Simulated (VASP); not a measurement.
Runs of VASP 6.6.1 on Ru. The structure is that of space group P6_3/mmc (No. 194), or close to it. The cells are those of the table. 

```tsv
cell	further INCAR settings	gap on the mesh (eV)	pressure (GPa)
a = 2.824, b = 2.824, c = 4.252 Å, angles 90.0, 90.0, 120.0°, 2 atoms	ALGO = Fast; EDIFF = 1e-06; NBANDS = 21	none	-25.6
a = 2.824, b = 2.824, c = 4.465 Å, angles 90.0, 90.0, 120.0°, 2 atoms	ALGO = Fast; EDIFF = 1e-07; NBANDS = 21	none	(a)
a = 2.757, b = 2.757, c = 4.358 Å, angles 90.0, 90.0, 120.0°, 2 atoms	ALGO = Fast; EDIFF = 1e-07; NBANDS = 21	none	-21.6
a = 2.757, b = 2.757, c = 4.465 Å, angles 90.0, 90.0, 120.0°, 2 atoms	ALGO = Fast; EDIFF = 1e-06; NBANDS = 21	none	(b)
a = 2.824, b = 2.824, c = 4.358 Å, angles 90.0, 90.0, 120.0°, 2 atoms	ALGO = Fast; EDIFF = 1e-06; NBANDS = 21	none	-31.3
```

Alike in all rows: task single point; level PBEsol; potentials or basis VASP PAW PBE potentials, release 64 (Ru_pv); no spin polarisation; k mesh 24 × 24 × 14; cutoff (eV) 520; smearing gaussian 0.15 eV.

Problem. Fill in the values left out.

Solution. (a) -35.6; (b) -27.0.

Caveats: the PAW data sets were made with another functional, which shifts forces and pressure a little; the cell stands under tension (at least some runs); the stress differs along the axes, from -30 to -16 GPa (at least some runs); the stress differs along the axes, from -34 to -23 GPa (at least some runs).

A k mesh can miss the band edges, and the runs leave out spin-orbit coupling on Ru.

A gap of «none» marks levels without a gap at the run's occupations.
